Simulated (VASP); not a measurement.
# VHg2 (P6_3/mmc) in VASP: further runs

The runs below take VHg2 through single point, relaxation of cell and atoms, with PBE.

All numbers are computed with VASP 6.6.1; they aren't measurements. Logs are shortened: lines on timing, memory, paths and dates and some standing lists are left out, and cuts for length are marked.

### Step 1. The cell of the first run

It takes space group P6_3/mmc (No. 194, hexagonal). The conventional cell has a = 3.064 Å, b = 3.064 Å, c = 14.367 Å, α = 90.00°, β = 90.00°, γ = 120.00°. V (site symmetry -6m2) has 6 Hg at 2.86 Å and 6 V at 3.06 Å within 3.8 Å. Within 3.8 Å of Hg (site symmetry 3m) lie 3 V at 2.86 Å and 9 Hg at 3.06 to 3.22 Å.

### Step 2. Single point, PBE, collinear spin, ferromagnetic start

Contents of INCAR:

```
SYSTEM = VHg2
ALGO = Normal
EDIFF = 1E-6
ENCUT = 520
GGA = PE
ISIF = 2
ISMEAR = 0
ISPIN = 2
LASPH = .True.
LCHARG = .False.
LMAXMIX = 4
LORBIT = 11
LREAL = .False.
LWAVE = .False.
MAGMOM = 1.13 1.13 0 0 0 0
NBANDS = 50
NELM = 150
PREC = Accurate
SIGMA = 0.1
```

Contents of KPOINTS:

```
k-points
0
Gamma
  6 6 2
  0 0 0
```

Contents of POSCAR:

```
VHg2
1.0
    3.0643447304      0.0000000000      0.0000000000
   -1.5321723652      2.6538003825      0.0000000000
    0.0000000000      0.0000000000     14.3671274607
V Hg
2 4
Direct
    0.3333333333      0.6666666667      0.2500000000
    0.6666666667      0.3333333333      0.7500000000
    0.3333333333      0.6666666667      0.5934335214
    0.6666666667      0.3333333333      0.0934335214
    0.3333333333      0.6666666667      0.9065664786
    0.6666666667      0.3333333333      0.4065664786
```

Potentials or basis: VASP PAW PBE potentials, release 64 (V_sv, Hg).

The run is started by

```
$ cat potpaw_PBE.64/V_sv/POTCAR potpaw_PBE.64/Hg/POTCAR > POTCAR
$ mpirun -np 1 vasp_std > vasp.out
```

OUTCAR:

```text
SYSTEM = VHg2
   EDIFF = 1E-6
   ENCUT = 520
   GGA = PE
   ISIF = 2
   ISMEAR = 0
   ISPIN = 2
   LASPH = .True.
   LORBIT = 11
   LREAL = .False.
   NELM = 150
   PREC = Accurate

 ion  position               nearest neighbor table
   1  0.333  0.667  0.250-   4 2.86   6 2.86   4 2.86   6 2.86   4 2.86   6 2.86
   2  0.667  0.333  0.750-   3 2.86   5 2.86   3 2.86   5 2.86   3 2.86   5 2.86
   3  0.333  0.667  0.593-   2 2.86   2 2.86   2 2.86   6 3.22   6 3.22   6 3.22
   4  0.667  0.333  0.093-   1 2.86   1 2.86   1 2.86   5 3.22   5 3.22   5 3.22
   5  0.333  0.667  0.907-   2 2.86   2 2.86   2 2.86   4 3.22   4 3.22   4 3.22
   6  0.667  0.333  0.407-   1 2.86   1 2.86   1 2.86   3 3.22   3 3.22   3 3.22

  LATTYP: Found a hexagonal cell.
 ALAT       =     3.0643447304
 C/A-ratio  =     4.6884827670

  Lattice vectors:

 A1 = (   3.0643447304,   0.0000000000,   0.0000000000)
 A2 = (  -1.5321723652,   2.6538003825,   0.0000000000)
 A3 = (   0.0000000000,   0.0000000000,  14.3671274607)

Analysis of symmetry for initial positions (statically):
=====================================================================
 Subroutine PRICEL returns:
 Original cell was already a primitive cell.

 Routine SETGRP: Setting up the symmetry group for a
 hexagonal supercell.

 Subroutine GETGRP returns: Found 24 space group operations
 (whereof 12 operations were pure point group operations)
 out of a pool of 24 trial point group operations.

The static configuration has the point symmetry D_3d.
 The point group associated with its full space group is D_6h.

Analysis of symmetry for dynamics (positions and initial velocities):
=====================================================================
 Subroutine PRICEL returns:
 Original cell was already a primitive cell.

 Routine SETGRP: Setting up the symmetry group for a
 hexagonal supercell.

 Subroutine GETGRP returns: Found 24 space group operations
 (whereof 12 operations were pure point group operations)
 out of a pool of 24 trial point group operations.

The dynamic configuration has the point symmetry D_3d.
 The point group associated with its full space group is D_6h.

Analysis of structural, dynamic, and magnetic symmetry:
=====================================================================
 Subroutine PRICEL returns:
 Original cell was already a primitive cell.

 Routine SETGRP: Setting up the symmetry group for a
 hexagonal supercell.

 Subroutine GETGRP returns: Found 24 space group operations
 (whereof 12 operations were pure point group operations)
 out of a pool of 24 trial point group operations.

The overall configuration has the point symmetry D_3d.
 The point group associated with its full space group is D_6h.

 Subroutine INISYM returns: Found 24 space group operations
 (whereof 12 operations are pure point group operations),
 and found     1 'primitive' translations

----------------------------------------------------------------------------------------

                                     Primitive cell

  volume of cell :     116.8358

  direct lattice vectors                    reciprocal lattice vectors
     3.064344730  0.000000000  0.000000000     0.326334041  0.188409047  0.000000000
    -1.532172365  2.653800383  0.000000000     0.000000000  0.376818093  0.000000000
     0.000000000  0.000000000 14.367127461     0.000000000  0.000000000  0.069603336

  length of vectors
     3.064344730  3.064344730 14.367127461     0.376818093  0.376818093  0.069603336

  position of ions in fractional coordinates (direct lattice)
     0.333333333  0.666666667  0.250000000
     0.666666667  0.333333333  0.750000000
     0.333333333  0.666666667  0.593433521
     0.666666667  0.333333333  0.093433521
     0.333333333  0.666666667  0.906566479
     0.666666667  0.333333333  0.406566479

  ion indices of the primitive-cell ions
   primitive index   ion index
                 1           1
                 2           2
                 3           3
                 4           4
                 5           5
[... 38 lines left out ...]
  0.166667 -0.000000  0.500000      6.000000
  0.333333  0.000000  0.500000      6.000000
  0.500000  0.000000  0.500000      3.000000
  0.166667  0.166667  0.500000      6.000000
  0.333333  0.166667  0.500000     12.000000
  0.333333  0.333333  0.500000      2.000000
   k-points           NKPTS =     14   k-points in BZ     NKDIM =     14   number of bands    NBANDS=     50
   number of dos      NEDOS =    301   number of ions     NIONS =      6
   total plane-waves  NPLWV =  62208
   dimension x,y,z NGX =    24 NGY =   24 NGZ =  108
   dimension x,y,z NGXF=    48 NGYF=   48 NGZF=  216
   ions per type =               2   4
   NGX,Y,Z   is equivalent  to a cutoff of  13.02, 13.02, 12.50 a.u.
   NGXF,Y,Z  is equivalent  to a cutoff of  26.04, 26.04, 24.99 a.u.
 SYSTEM =  VHg2
   PREC   = accura    normal or accurate (medium, high low for compatibility)
   ISTART =      0    job   : 0-new  1-cont  2-samecut
   ICHARG =      2    charge: 1-file 2-atom 10-const
   ISPIN  =      2    spin polarized calculation?
   LNONCOLLINEAR =      F non collinear calculations
   LSORBIT =      F    spin-orbit coupling
   LASPH  =      T    aspherical Exc in radial PAW
   ENCUT  =  520.0 eV  38.22 Ry    6.18 a.u.   5.70  5.70 26.71*2*pi/ulx,y,z
   NELM   =    150;   NELMIN=  2; NELMDL= -5     # of ELM steps
   EDIFF  = 0.1E-05   stopping-criterion for ELM
   LREAL  =      F    real-space projection
   EDIFFG = 0.1E-04   stopping-criterion for IOM
   NSW    =      0    number of steps for IOM
   IBRION =     -1    ionic relax: 0-MD 1-quasi-New 2-CG
   NFREE  =      0    steps in history (QN), initial steepest desc. (CG)
   ISIF   =      2    stress and relaxation
   ISYM   =      2    0-nonsym 1-usesym 2-fastsym
   POTIM  = 0.5000    time-step for ionic-motion
   TEBEG  =    0.0;   TEEND  =   0.0 temperature during run
   PSTRESS=    0.0 pullay stress
   NELECT =      74.0000    total number of electrons
   NUPDOWN=      -1.0000    fix difference up-down
   EMIN   =  10.00;   EMAX   =-10.00  energy-range for DOS
   EFERMI =   0.00;   METHOD = LEGACY
   ISMEAR =     0;   SIGMA  =   0.10  broadening in eV -4-tet -1-fermi 0-gaus
   EFERMI_NEDOS =   21; number of points for ismear=-14 and -15
   IALGO  =     38    algorithm
   IMIX   =      4    mixing-type and parameters
     AMIX     =   0.40;   BMIX     =  1.00
     AMIX_MAG =   1.60;   BMIX_MAG =  1.00
  volume/ion in A,a.u.               =      19.47       131.41
  Fermi-wavevector in a.u.,A,eV,Ry     =   1.405918  2.656801 26.893367  1.976607
  Thomas-Fermi vector in A             =   2.528331
   LORBIT       =     11    0 simple, 1 ext, 2 COOP (PROOUT), +10 PAW based schemes
   GGA     = PE    functional components
   LHFCALC =     F    Hartree Fock is set to
   AEXX    =    0.0000 exact exchange contribution
   IVDW    =     0    specifies the selected vdW correction
   LEPSILON=     F    determine dielectric tensor
   LRPA    =     F    only Hartree local field effects (RPA)
 spin polarized calculation
 Gauss-broadening in eV      SIGMA  =   0.10
  energy-cutoff  :      520.00
  volume of cell :      116.84
 maximum number of plane-waves:      3172
 NGX is ok and might be reduce to    24
   NGX = 11   NGY = 11   NGZ = 53

 number of electron      74.0000006 magnetization       1.8129084

 Free energy of the ion-electron system (eV)
  ---------------------------------------------------
  ext. energy  EPLUGINS =         0.00000000
  ---------------------------------------------------
  free energy    TOTEN  =       -16.05522349 eV

  energy without entropy =      -16.03540048  energy(sigma->0) =      -16.04531199

 E-fermi :   5.0264     XC(G=0): -11.6334

 val. band max:        5.0108522469   @ k =   0.0000   0.0000   0.0000
 cond. band min:       5.0425913523   @ k =   0.1667   0.1667   0.0000
 fundamental gap:      0.0317391055
 Fermi energy:         5.0264097688

 spin component 1

 k-point     1 :       0.0000    0.0000    0.0000
  band No.  band energies     occupation
      1     -59.7232      1.00000
      2     -59.7232      1.00000
      3     -33.7496      1.00000
      4     -33.7496      1.00000
      5     -33.3613      1.00000
      6     -33.3613      1.00000
[... 717 lines left out ...]
     48       8.4258      0.00000
     49       9.1745      0.00000
 Fermi energy:         5.0264097688

 spin component 2

 k-point     1 :       0.0000    0.0000    0.0000
  band No.  band energies     occupation
      1     -58.9483      1.00000
      2     -58.9483      1.00000
      3     -32.8434      1.00000
      4     -32.8433      1.00000
      5     -32.6639      1.00000
      6     -32.6639      1.00000
[... 717 lines left out ...]
     48       8.8381      0.00000
     49       9.3423      0.00000
 [bands above 49 left out]

------------------------ aborting loop because EDIFF is reached ----------------------------------------

  FORCE on cell =-STRESS in cart. coord.  units (eV):
  Direction    XX          YY          ZZ          XY          YZ          ZX
  --------------------------------------------------------------------------------------
  -------------------------------------------------------------------------------------
  Total        0.2903036      0.2903036      0.6380238      0.0000000      0.0000000     -0.0000000
  in kB        3.9809547      3.9809547      8.7492670      0.0000000      0.0000000     -0.0000000
  external PRESSURE =       5.5703921 kB  Pullay stress =       0.0000000 kB

 VOLUME and BASIS-vectors are now :
 -----------------------------------------------------------------------------
  energy-cutoff  :      520.00
  volume of cell :      116.84
      direct lattice vectors                 reciprocal lattice vectors
     3.064344730  0.000000000  0.000000000     0.326334041  0.188409047  0.000000000
    -1.532172365  2.653800383  0.000000000     0.000000000  0.376818093  0.000000000
     0.000000000  0.000000000 14.367127461     0.000000000  0.000000000  0.069603336

 POSITION                                       TOTAL-FORCE (eV/Angst)
 -----------------------------------------------------------------------------------
     -0.00000      1.76920      3.59178        -0.000000     -0.000000      0.000000
      1.53217      0.88460     10.77535         0.000000      0.000000      0.000000
     -0.00000      1.76920      8.52594         0.000000      0.000000      0.017568
      1.53217      0.88460      1.34237        -0.000000      0.000000      0.017568
     -0.00000      1.76920     13.02476         0.000000     -0.000000     -0.017568
      1.53217      0.88460      5.84119        -0.000000     -0.000000     -0.017568
 -----------------------------------------------------------------------------------
    total drift:                               -0.000000      0.000000     -0.000000

  FREE ENERGIE OF THE ION-ELECTRON SYSTEM (eV)
  ---------------------------------------------------
  free  energy   TOTEN  =       -16.0552234946 eV

  energy  without entropy=      -16.0354004810  energy(sigma->0) =      -16.04531199

 total charge

# of ion       s       p       d       tot
------------------------------------------
    1        2.219   6.128   2.930  11.277
    2        2.219   6.128   2.930  11.277
    3        0.837   0.419   9.296  10.552
    4        0.837   0.419   9.296  10.552
    5        0.837   0.419   9.296  10.552
    6        0.837   0.419   9.296  10.552
--------------------------------------------------
tot          7.786  13.931  43.044  64.761

 magnetization (x)

# of ion       s       p       d       tot
------------------------------------------
    1        0.003   0.010   0.772   0.785
    2        0.003   0.010   0.772   0.785
    3       -0.013   0.007   0.011   0.005
    4       -0.013   0.007   0.011   0.005
    5       -0.013   0.007   0.011   0.005
    6       -0.013   0.007   0.011   0.005
--------------------------------------------------
tot         -0.046   0.048   1.588   1.590
```

Run time: 2.1 min. Hardware: 1 thread of Intel Xeon Platinum 8259CL at 2.50GHz (Skylake/Cascade Lake), shared host; peak memory 0.35 GiB.

What came out:

* Free energy: -16.0552 eV
* Pressure: 0.6 GPa
* Largest force: 0.018 eV/Å
* Net moment: 1.81 μB per cell
* Site moments: V +0.79; Hg +0.01 μB
* Valence electrons inside the program's atomic spheres: V 11.28; Hg 10.55

Forces on the atoms (eV/Å):
```
V    0.000  0.000  0.000
V    0.000  0.000  0.000
Hg   0.000  0.000  0.018
Hg   0.000  0.000  0.018
Hg   0.000  0.000 -0.018
Hg   0.000  0.000 -0.018
```

Stress tensor (GPa, compression positive):
```
0.40 0.00 0.00
0.00 0.40 0.00
0.00 0.00 0.87
```

Levels at points of the mesh, in eV from the Fermi level:
Spin up:
```csv
k point,band 35,band 36,band 37,band 38,band 39,band 40,band 41,band 42
"(0.00, 0.00, 0.00)",-1.33,-1.17,-0.03,-0.03,-0.02,-0.02,0.84,0.84
"(0.50, 0.00, 0.00)",-1.43,-1.09,-1.05,-0.94,0.48,0.54,0.65,1.54
"(0.00, 0.00, 0.50)",-1.20,-1.20,-0.02,-0.02,-0.02,-0.02,0.84,0.84
"(0.50, 0.00, 0.50)",-1.50,-1.50,-0.81,-0.81,0.51,0.51,0.91,0.91
```
Spin down:
```
           k point  band 32  band 33  band 34  band 35  band 36  band 37  band 38  band 39  band 40  band 41
(0.00, 0.00, 0.00)    -5.70    -4.16    -1.24    -1.21    -0.19     0.62     0.62     0.63     0.63     1.35
(0.50, 0.00, 0.00)    -2.11    -1.99    -1.59    -1.14    -0.92    -0.69    -0.24     0.96     1.03     1.40
(0.00, 0.00, 0.50)    -6.54    -2.93    -2.93    -0.36    -0.36     0.63     0.63     0.63     0.63     1.35
(0.50, 0.00, 0.50)    -2.28    -1.70    -1.70    -1.24    -1.24    -0.30    -0.30     1.00     1.00     1.45
```

Caveat: the k points lie up to 0.39 Å⁻¹ apart; spin-orbit coupling is left out, which moves the levels of the heavy elements.

### Step 3. Relaxation of cell and atoms, PBE, collinear spin, ferromagnetic start

This run uses another cell than the first one, of 19.74 Å³/atom.

Contents of INCAR:

```
SYSTEM = VHg2
PREC = Accurate
ENCUT = 500
EDIFF = 1E-7
ISMEAR = 0
SIGMA = 0.1
LREAL = .FALSE.
LASPH = .TRUE.
NELM = 200
ALGO = Normal
ISIF = 3
LWAVE = .FALSE.
LCHARG = .FALSE.
ISPIN = 2
MAGMOM = 1.13 1.13 0 0 0 0
LORBIT = 11
LMAXMIX = 4
GGA = PE
IBRION = 2
NSW = 90
EDIFFG = -0.04
GGA_COMPAT = .FALSE.
NELMIN = 4
```

Contents of KPOINTS:

```
regular mesh
0
G
  6 6 2
  0 0 0
```

Contents of POSCAR:

```
VHg2
1.0
    3.2760909073      0.0000000000      0.0000000000
   -1.6380454536      2.8371779508      0.0000000000
    0.0000000000      0.0000000000     12.7426502046
V Hg
2 4
Direct
    0.3333333333      0.6666666667      0.2500000000
    0.6666666667      0.3333333333      0.7500000000
    0.3333333333      0.6666666667      0.6275000000
    0.6666666667      0.3333333333      0.1275000000
    0.3333333333      0.6666666667      0.8725000000
    0.6666666667      0.3333333333      0.3725000000
```

Potentials or basis: VASP PAW PBE potentials, release 64 (V_sv, Hg).

The run is started by

```
$ cat potpaw_PBE.64/V_sv/POTCAR potpaw_PBE.64/Hg/POTCAR > POTCAR
$ mpirun -np 1 vasp_std > vasp.out
```

It took 16 min on 1 thread of Intel Xeon 6975P-C (Granite Rapids), shared host; peak memory 0.34 GiB.

Results (log left out):

- Free energy: -16.0510 eV
- Relaxed volume: 19.62 Å³/atom
- Relaxed cell: a = 3.071 Å, b = 3.071 Å, c = 14.416 Å, α = 90.00°, β = 90.00°, γ = 120.00°
- Space group after relaxing (to 0.1 Å): P6_3/mmc (No. 194)
- Energy gained by relaxing: 800.2 meV/atom
- Ionic steps: 14
- Pressure after relaxing: -0.1 GPa
- Net moment: 1.83 μB per cell
- Site moments: V +0.80; Hg +0.00 μB
- Valence electrons inside the program's atomic spheres: V 11.27; Hg 10.54

Stress tensor (GPa, compression positive):
```
-0.18  0.00  0.00
 0.00 -0.18  0.00
 0.00  0.00  0.02
```

Step by step:
```
step  energy change (eV)  largest force (eV/Å)  pressure (GPa)  volume (Å³)
   1              0.0000                5.0714           28.98       118.44
   2             -2.5771                0.3240           -6.72       190.44
   3             -3.7208                0.6439           -2.03       154.59
   4             -3.7216                0.6857           -1.79       153.81
   5             -3.9112                0.6967           -1.67       149.14
   6             -4.3870                0.6289           -0.60       135.40
   7             -4.3986                0.0862            8.42       109.19
   8             -4.5597                0.3896           -3.49       127.47
   9             -4.7513                0.2250            0.25       118.21
  10             -4.7917                0.0519           -0.18       117.96
  11             -4.7982                0.0655           -0.32       117.79
  12             -4.7965                0.0203            1.07       116.16
  13             -4.8001                0.0298            0.27       117.09
  14             -4.8010                0.0009           -0.12       117.74
```

Final structure:
```
V Hg
1.0
     3.07094    0.00000    0.00000
    -1.53547    2.65951    0.00000
     0.00000    0.00000   14.41619
V Hg
2 4
Direct
  0.33333 0.66667 0.25000
  0.66667 0.33333 0.75000
  0.33333 0.66667 0.59381
  0.66667 0.33333 0.09381
  0.33333 0.66667 0.90619
  0.66667 0.33333 0.40619
```

Levels at points of the mesh, in eV from the Fermi level:
Spin up:
```
           k point  band 36  band 37  band 38  band 39  band 40  band 41
(0.00, 0.00, 0.00)    -1.17    -0.04    -0.04    -0.02    -0.02     0.82
(0.50, 0.00, 0.00)    -1.10    -1.03    -0.95     0.46     0.53     0.64
(0.00, 0.00, 0.50)    -1.20    -0.03    -0.03    -0.03    -0.03     0.82
(0.50, 0.00, 0.50)    -1.49    -0.81    -0.81     0.50     0.50     0.89
```
Spin down:
```
           k point  band 34  band 35  band 36  band 37  band 38  band 39
(0.00, 0.00, 0.00)    -1.23    -1.21    -0.18     0.62     0.62     0.63
(0.50, 0.00, 0.00)    -1.56    -1.14    -0.90    -0.68    -0.24     0.96
(0.00, 0.00, 0.50)    -2.92    -0.34    -0.34     0.63     0.63     0.63
(0.50, 0.00, 0.50)    -1.70    -1.22    -1.22    -0.30    -0.30     0.99
```

Caveat: the k points lie up to 0.39 Å⁻¹ apart in the final cell; spin-orbit coupling is left out, which moves the levels of the heavy elements.
